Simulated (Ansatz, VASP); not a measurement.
Given: the input of a run of Ansatz 0.2.0 on C.

input

```
crystal:
  lattice:
    - [0.0, 1.78337, 1.78337]
    - [1.78337, 0.0, 1.78337]
    - [1.78337, 1.78337, 0.0]
  atoms:
    - { symbol: C, position: [0.75, 0.75, 0.75] }
    - { symbol: C, position: [0.5, 0.5, 0.5] }
hamiltonian:
  xc: hse06
  pseudopotentials: { kind: paw }
kpoints:
  mp_grid: { grid: [8, 8, 8] }
scf:
  occupations: { method: fermi_dirac, width: 0.05 }
output:
  forces: true
  stress: true
  eigenvalues: true
```

**Question.** Set up the same calculation for VASP 6.6.1. Potentials there: VASP PAW PBE potentials, release 64 (C).

**Answer.** As run (the cutoff follows the program's own potentials):

POSCAR

```
C
1.0
    0.0000000000      1.7833700000      1.7833700000
    1.7833700000      0.0000000000      1.7833700000
    1.7833700000      1.7833700000      0.0000000000
C
2
Direct
    0.7500000000      0.7500000000      0.7500000000
    0.5000000000      0.5000000000      0.5000000000
```

The input INCAR.step1:

```
PREC     = Accurate       # precision mode
ENCUT    = 520            # plane-wave cutoff, eV
EDIFF    = 1E-5           # SCF threshold, eV
ISMEAR   = -1             # smearing method
SIGMA    = 0.05           # smearing width, eV
LREAL    = False          # projectors in reciprocal space
LASPH    = True           # aspherical terms in the spheres
NELM     = 100            # most SCF steps
ALGO     = Normal         # electronic algorithm
ISIF     = 2              # what is computed and relaxed
LWAVE    = True           # write WAVECAR
NBANDS   = 11             # bands
GGA      = PE             # functional
```

File INCAR.step2:

```
PREC     = Accurate       # precision mode
ENCUT    = 520            # plane-wave cutoff, eV
EDIFF    = 1E-6           # SCF threshold, eV
ISMEAR   = -1             # smearing method
SIGMA    = 0.05           # smearing width, eV
LREAL    = False          # projectors in reciprocal space
LASPH    = True           # aspherical terms in the spheres
NELM     = 100            # most SCF steps
ALGO     = Normal         # electronic algorithm
ISIF     = 2              # what is computed and relaxed
LWAVE    = False          # write WAVECAR
LCHARG   = True           # write CHGCAR
GGA      = PE             # functional
LHFCALC  = True           # exact exchange
HFSCREEN = 0.2079         # screening, 1/A
PRECFOCK = Normal       
LELF     = True           # ELF
LVHAR    = True         
NBANDS   = 11             # bands
ISTART   = 1
```

File KPOINTS:

```
Automatic mesh
0
Gamma
  8 8 8
```

Potentials or basis: VASP PAW PBE potentials, release 64 (C).

Run with:

```console
$ cat potpaw_PBE.64/C/POTCAR > POTCAR
$ cp INCAR.step1 INCAR
$ mpirun -np 1 vasp_std > vasp.out
$ cp INCAR.step2 INCAR
$ mpirun -np 1 vasp_std > vasp.out
```

Both were run:

|  | VASP | Ansatz | Ansatz less VASP |
| --- | --- | --- | --- |
| gap on the k mesh at the Fermi level (eV) | 5.28 | 5.29 | +0.009 |
| least direct gap on the mesh (eV) | 6.97 | 6.98 | +0.007 |
| pressure (GPa) | -7.3 | -8.2 | -0.85 |
